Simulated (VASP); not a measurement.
# Ti (P6_3/mmc) in VASP: a series of runs

Runs on Ti. Level: PBEsol+D3(BJ). Tasks: single point.

Program: VASP 6.6.1. These are calculated values, not measurements. Logs are shortened: lines on timing, memory, paths and dates and some standing lists are left out, and cuts for length are marked.

## (1) The cell of the first run

The structure is hexagonal, space group P6_3/mmc (No. 194). Conventional cell: a = 2.861 Å, b = 2.861 Å, c = 4.531 Å, α = 90.00°, β = 90.00°, γ = 120.00°. Ti (site symmetry -6m2) has 12 Ti at 2.80 to 2.86 Å within 3.7 Å.

## (2) Single point, PBEsol+D3(BJ)

File INCAR:

```
SYSTEM = Ti
PREC     = Accurate       ! precision mode
ENCUT    = 520            ! plane-wave cutoff, eV
EDIFF    = 1E-7           ! SCF threshold, eV
ISMEAR   = -1             ! smearing method
SIGMA    = 0.1            ! smearing width, eV
LREAL    = .False.        ! projectors in reciprocal space
LASPH    = .True.         ! aspherical terms in the spheres
NELM     = 100            ! most SCF steps
ALGO     = Normal         ! electronic algorithm
ISIF     = 2              ! what is computed and relaxed
LWAVE    = .False.        ! write WAVECAR
LCHARG   = .True.         ! write CHGCAR
GGA      = PS             ! functional
IVDW     = 12             ! dispersion correction
LELF     = .True.         ! ELF
LVHAR    = .True.       
NBANDS   = 19             ! bands
```

File KPOINTS:

```
Automatic mesh
0
Gamma
  10 10 6
  0 0 0
```

File POSCAR:

```
Ti
1.0
    2.8614534255      0.0000000000      0.0000000000
   -1.4307267128      2.4780913582      0.0000000000
    0.0000000000      0.0000000000      4.5311518169
Ti
2
Direct
    0.3333333333      0.6666666667      0.2500000000
    0.6666666667      0.3333333333      0.7500000000
```

Potentials or basis: VASP PAW PBE potentials, release 64 (Ti_sv).

Launch:

```bash
> cat potpaw_PBE.64/Ti_sv/POTCAR > POTCAR
> mpirun -np 1 vasp_std > vasp.out
```

OUTCAR:

```text
SYSTEM = Ti
   PREC = Accurate
   ENCUT = 520
   EDIFF = 1E-7
   ISMEAR = -1
   LREAL = .False.
   LASPH = .True.
   NELM = 100
   ISIF = 2
   GGA = PS
   IVDW = 12
 IVDW          = 12

 ion  position               nearest neighbor table
   1  0.333  0.667  0.250-   2 2.80   2 2.80   2 2.80   2 2.80   2 2.80   2 2.80
   2  0.667  0.333  0.750-   1 2.80   1 2.80   1 2.80   1 2.80   1 2.80   1 2.80

  LATTYP: Found a hexagonal cell.
 ALAT       =     2.8614534255
 C/A-ratio  =     1.5835140899

  Lattice vectors:

 A1 = (   2.8614534255,   0.0000000000,   0.0000000000)
 A2 = (  -1.4307267128,   2.4780913582,   0.0000000000)
 A3 = (   0.0000000000,   0.0000000000,   4.5311518169)

Analysis of symmetry for initial positions (statically):
=====================================================================
 Subroutine PRICEL returns:
 Original cell was already a primitive cell.

 Routine SETGRP: Setting up the symmetry group for a
 hexagonal supercell.

 Subroutine GETGRP returns: Found 24 space group operations
 (whereof 12 operations were pure point group operations)
 out of a pool of 24 trial point group operations.

The static configuration has the point symmetry D_3d.
 The point group associated with its full space group is D_6h.

Analysis of symmetry for dynamics (positions and initial velocities):
=====================================================================
 Subroutine PRICEL returns:
 Original cell was already a primitive cell.

 Routine SETGRP: Setting up the symmetry group for a
 hexagonal supercell.

 Subroutine GETGRP returns: Found 24 space group operations
 (whereof 12 operations were pure point group operations)
 out of a pool of 24 trial point group operations.

The dynamic configuration has the point symmetry D_3d.
 The point group associated with its full space group is D_6h.

 Subroutine INISYM returns: Found 24 space group operations
 (whereof 12 operations are pure point group operations),
 and found     1 'primitive' translations

----------------------------------------------------------------------------------------

                                     Primitive cell

  volume of cell :      32.1301

  direct lattice vectors                    reciprocal lattice vectors
     2.861453426  0.000000000  0.000000000     0.349472751  0.201768187  0.000000000
    -1.430726713  2.478091358  0.000000000     0.000000000  0.403536374  0.000000000
     0.000000000  0.000000000  4.531151817     0.000000000  0.000000000  0.220694437

  length of vectors
     2.861453426  2.861453425  4.531151817     0.403536374  0.403536374  0.220694437

  position of ions in fractional coordinates (direct lattice)
     0.333333333  0.666666667  0.250000000
     0.666666667  0.333333333  0.750000000

  ion indices of the primitive-cell ions
   primitive index   ion index
                 1           1
                 2           2

----------------------------------------------------------------------------------------

 KPOINTS: Automatic mesh

Automatic generation of k-mesh.
 Grid dimensions read from file:
 generate k-points for:   10   10    6

 Generating k-lattice:

  Cartesian coordinates                     Fractional coordinates (reciprocal lattice)
     0.034947275  0.020176819  0.000000000     0.100000000  0.000000000  0.000000000
     0.000000000  0.040353637  0.000000000     0.000000000  0.100000000  0.000000000
     0.000000000  0.000000000  0.036782406     0.000000000  0.000000000  0.166666667

  Length of vectors
     0.040353637  0.040353637  0.036782406

  Shift w.r.t. Gamma in fractional coordinates (k-lattice)
     0.000000000  0.000000000  0.000000000

 Subroutine IBZKPT returns following result:
 ===========================================

 Found     56 irreducible k-points:

 Following reciprocal coordinates:
            Coordinates               Weight
  0.000000  0.000000  0.000000      1.000000
  0.100000  0.000000  0.000000      6.000000
  0.200000  0.000000  0.000000      6.000000
  0.300000  0.000000  0.000000      6.000000
  0.400000  0.000000  0.000000      6.000000
  0.500000  0.000000  0.000000      3.000000
[... 16 lines left out ...]
  0.300000  0.100000  0.166667     24.000000
  0.400000  0.100000  0.166667     24.000000
 [... further k-points ...]
   k-points           NKPTS =     56   k-points in BZ     NKDIM =     56   number of bands    NBANDS=     19
   number of dos      NEDOS =    301   number of ions     NIONS =      2
   total plane-waves  NPLWV =  20736
   dimension x,y,z NGX =    24 NGY =   24 NGZ =   36
   dimension x,y,z NGXF=    48 NGYF=   48 NGZF=   72
   ions per type =               2
   NGX,Y,Z   is equivalent  to a cutoff of  13.94, 13.94, 13.21 a.u.
   NGXF,Y,Z  is equivalent  to a cutoff of  27.89, 27.89, 26.42 a.u.
 SYSTEM =  Ti
   PREC   = accura    normal or accurate (medium, high low for compatibility)
   ISTART =      0    job   : 0-new  1-cont  2-samecut
   ICHARG =      2    charge: 1-file 2-atom 10-const
   ISPIN  =      1    spin polarized calculation?
   LNONCOLLINEAR =      F non collinear calculations
   LSORBIT =      F    spin-orbit coupling
   LASPH  =      T    aspherical Exc in radial PAW
   ENCUT  =  520.0 eV  38.22 Ry    6.18 a.u.   5.32  5.32  8.42*2*pi/ulx,y,z
   NELM   =    100;   NELMIN=  2; NELMDL= -5     # of ELM steps
   EDIFF  = 0.1E-06   stopping-criterion for ELM
   LREAL  =      F    real-space projection
   EDIFFG = 0.1E-05   stopping-criterion for IOM
   NSW    =      0    number of steps for IOM
   IBRION =     -1    ionic relax: 0-MD 1-quasi-New 2-CG
   NFREE  =      0    steps in history (QN), initial steepest desc. (CG)
   ISIF   =      2    stress and relaxation
   ISYM   =      2    0-nonsym 1-usesym 2-fastsym
   POTIM  = 0.5000    time-step for ionic-motion
   TEBEG  =    0.0;   TEEND  =   0.0 temperature during run
   PSTRESS=    0.0 pullay stress
   NELECT =      24.0000    total number of electrons
   NUPDOWN=      -1.0000    fix difference up-down
   EMIN   =  10.00;   EMAX   =-10.00  energy-range for DOS
   EFERMI =   0.00;   METHOD = LEGACY
   ISMEAR =    -1;   SIGMA  =   0.10  broadening in eV -4-tet -1-fermi 0-gaus
   EFERMI_NEDOS =   21; number of points for ismear=-14 and -15
   IALGO  =     38    algorithm
   IMIX   =      4    mixing-type and parameters
     AMIX     =   0.40;   BMIX     =  1.00
     AMIX_MAG =   1.60;   BMIX_MAG =  1.00
  volume/ion in A,a.u.               =      16.07       108.41
  Fermi-wavevector in a.u.,A,eV,Ry     =   1.485392  2.806984 30.019745  2.206389
  Thomas-Fermi vector in A             =   2.598809
   LORBIT       =      0    0 simple, 1 ext, 2 COOP (PROOUT), +10 PAW based schemes
   GGA     = PS    functional components
   LHFCALC =     F    Hartree Fock is set to
   AEXX    =    0.0000 exact exchange contribution
   IVDW    =    12    specifies the selected vdW correction
   LEPSILON=     F    determine dielectric tensor
   LRPA    =     F    only Hartree local field effects (RPA)
 non-spin polarized calculation
  energy-cutoff  :      520.00
  volume of cell :       32.13
 maximum number of plane-waves:       881
 NGX is ok and might be reduce to    24
   NGX = 11   NGY = 11   NGZ = 17

 number of electron      24.0000004 magnetization

 Free energy of the ion-electron system (eV)
  ---------------------------------------------------
  ext. energy  EPLUGINS =         0.00000000
  ---------------------------------------------------
  free energy    TOTEN  =       -16.69405712 eV

  energy without entropy =      -16.62136041  energy(sigma->0) =      -16.65770876

 E-fermi :   9.0336     XC(G=0): -12.0129

 val. band max:        8.9796379303   @ k =   0.1000   0.1000   0.1667
 cond. band min:       9.0440976282   @ k =   0.4000   0.2000   0.5000
 fundamental gap:      0.0644596979
 Fermi energy:         9.0335891399

 k-point     1 :       0.0000    0.0000    0.0000
  band No.  band energies     occupation
      1     -47.4393      2.00000
      2     -47.2482      2.00000
      3     -24.2253      2.00000
      4     -23.4068      2.00000
      5     -23.4068      2.00000
      6     -23.3022      2.00000
[... 11 lines left out ...]
     18      10.8197      0.00000
     19      12.5334      0.00000

 k-point     2 :       0.1000    0.0000    0.0000
  band No.  band energies     occupation
      1     -47.4257      2.00000
      2     -47.2429      2.00000
      3     -24.1968      2.00000
      4     -23.4653      2.00000
      5     -23.4262      2.00000
      6     -23.3385      2.00000
[... 11 lines left out ...]
     18      10.6532      0.00000
     19      12.6245      0.00000

 k-point     3 :       0.2000    0.0000    0.0000
  band No.  band energies     occupation
      1     -47.3890      2.00000
      2     -47.2299      2.00000
      3     -24.1172      2.00000
      4     -23.6197      2.00000
      5     -23.4920      2.00000
      6     -23.4746      2.00000
[... 11 lines left out ...]
     18      11.1685      0.00000
     19      12.7927      0.00000

 k-point     4 :       0.3000    0.0000    0.0000
  band No.  band energies     occupation
      1     -47.3402      2.00000
      2     -47.2169      2.00000
      3     -24.0033      2.00000
      4     -23.8125      2.00000
      5     -23.6725      2.00000
      6     -23.5314      2.00000
[... 407 lines left out ...]
     18      11.7749      0.00000
     19      12.7719      0.00000

 k-point    23 :       0.3000    0.1000    0.1667
  band No.  band energies     occupation
      1     -47.3036      2.00000
      2     -47.2188      2.00000
      3     -23.9988      2.00000
      4     -23.8407      2.00000
      5     -23.7452      2.00000
      6     -23.5697      2.00000
[... 11 lines left out ...]
     18      12.4119      0.00000
     19      13.0101      0.00000

 k-point    24 :       0.4000    0.1000    0.1667
  band No.  band energies     occupation
      1     -47.2708      2.00000
      2     -47.2167      2.00000
      3     -24.0473      2.00000
      4     -23.9000      2.00000
      5     -23.7472      2.00000
      6     -23.5984      2.00000
[... 11 lines left out ...]
     18      12.8477      0.00000
     19      13.6614      0.00000

 [... further k-points ...]

------------------------ aborting loop because EDIFF is reached ----------------------------------------

 Edisp (eV)   -1.29804

 E8    (eV) :    -0.9083

  FORCE on cell =-STRESS in cart. coord.  units (eV):
  Direction    XX          YY          ZZ          XY          YZ          ZX
  --------------------------------------------------------------------------------------
  -------------------------------------------------------------------------------------
  Total      -0.32691    -0.32691    -0.33170     0.00000     0.00000    -0.00000
  in kB     -16.30160   -16.30160   -16.54026     0.00000     0.00000    -0.00000
  external pressure =      -16.38 kB  Pullay stress =        0.00 kB

 VOLUME and BASIS-vectors are now :
 -----------------------------------------------------------------------------
  energy-cutoff  :      520.00
  volume of cell :       32.13
      direct lattice vectors                 reciprocal lattice vectors
     2.861453426  0.000000000  0.000000000     0.349472751  0.201768187  0.000000000
    -1.430726713  2.478091358  0.000000000     0.000000000  0.403536374  0.000000000
     0.000000000  0.000000000  4.531151817     0.000000000  0.000000000  0.220694437

 POSITION                                       TOTAL-FORCE (eV/Angst)
 -----------------------------------------------------------------------------------
     -0.00000      1.65206      1.13279        -0.000000      0.000000      0.000000
      1.43073      0.82603      3.39836         0.000000     -0.000000      0.000000
 -----------------------------------------------------------------------------------
    total drift:                               -0.000000      0.000000     -0.000000

  FREE ENERGIE OF THE ION-ELECTRON SYSTEM (eV)
  ---------------------------------------------------
  free  energy   TOTEN  =       -17.9921011482 eV

  energy  without entropy=      -17.9194044386  energy(sigma->0) =      -17.95575279
```

Run time: 42 s. Hardware: 1 thread of AMD EPYC 7R43 (Zen 3), shared host; peak memory 0.14 GiB.

What came out:

* Free energy: -17.9921 eV
* Pressure: -1.6 GPa
* Band gap on the k mesh: zero (band 12 reaches 9.87 eV, above the bottom of band 13 at 8.87 eV)
* Dispersion energy per atom: -0.649 eV

Caveat: three body term missing; the PAW data sets were made with another functional, which shifts forces and pressure a little; pairwise dispersion overbinds metals, which lowers pressure and volume.

## (3) Single point, PBEsol+D3(BJ)

This run uses another cell than the first one, of 17.64 Å³/atom, 1.098 times its volume.

File INCAR:

```
SYSTEM = Ti
PREC     = Accurate       ! precision mode
ENCUT    = 520            ! plane-wave cutoff, eV
EDIFF    = 1E-6           ! SCF threshold, eV
ISMEAR   = -1             ! smearing method
SIGMA    = 0.1            ! smearing width, eV
LREAL    = .FALSE.        ! projectors in reciprocal space
LASPH    = .TRUE.         ! aspherical terms in the spheres
NELM     = 100            ! most SCF steps
ALGO     = Normal         ! electronic algorithm
ISIF     = 2              ! what is computed and relaxed
LWAVE    = .FALSE.        ! write WAVECAR
LCHARG   = .TRUE.         ! write CHGCAR
GGA      = PS             ! functional
IVDW     = 12             ! dispersion correction
LELF     = .TRUE.         ! ELF
LVHAR    = .TRUE.       
NBANDS   = 19             ! bands
```

File KPOINTS:

```
regular mesh
0
G
  10 10 6
  0 0 0
```

File POSCAR:

```
Ti
1.0
    2.9500000000      0.0000000000      0.0000000000
   -1.4750000000      2.5547750000      0.0000000000
    0.0000000000      0.0000000000      4.6800000000
Ti
2
Direct
    0.3333333333      0.6666666667      0.2500000000
    0.6666666667      0.3333333333      0.7500000000
```

Potentials or basis: VASP PAW PBE potentials, release 64 (Ti_sv).

Launch:

```bash
> cat potpaw_PBE.64/Ti_sv/POTCAR > POTCAR
> mpirun -np 1 vasp_std > vasp.out
```

Run time: 40 s. Hardware: 1 thread of AMD EPYC 7R43 (Zen 3), shared host; peak memory 0.14 GiB.

Results (log left out):

```
Free energy                : -17.8601 eV
Pressure                   : -11.2 GPa
Band gap on the k mesh     : zero (band 12 reaches 8.82 eV, above the bottom of band 13 at 7.82 eV)
Dispersion energy per atom : -0.591 eV
```

Stress tensor (GPa, compression positive):
```
-11.07   0.00   0.00
  0.00 -11.07   0.00
  0.00   0.00 -11.49
```

Levels at points of the mesh, in eV from the Fermi level:
| k point | band 9 | band 10 | band 11 | band 12 | band 13 | band 14 | band 15 | band 16 |
| --- | --- | --- | --- | --- | --- | --- | --- | --- |
| (0.00, 0.00, 0.00) | -6.15 | -2.63 | 0.75 | 0.79 | 0.79 | 0.90 | 1.28 | 1.28 |
| (0.50, 0.00, 0.00) | -2.31 | -2.09 | -1.79 | -0.60 | 0.50 | 0.63 | 1.18 | 3.32 |
| (0.00, 0.00, 0.50) | -4.32 | -4.32 | 0.11 | 0.11 | 0.70 | 0.70 | 0.70 | 0.70 |
| (0.50, 0.00, 0.50) | -2.49 | -2.49 | -0.77 | -0.77 | 1.32 | 1.32 | 1.73 | 1.73 |

Caveat: three body term missing; the PAW data sets were made with another functional, which shifts forces and pressure a little; pairwise dispersion overbinds metals, which lowers pressure and volume.
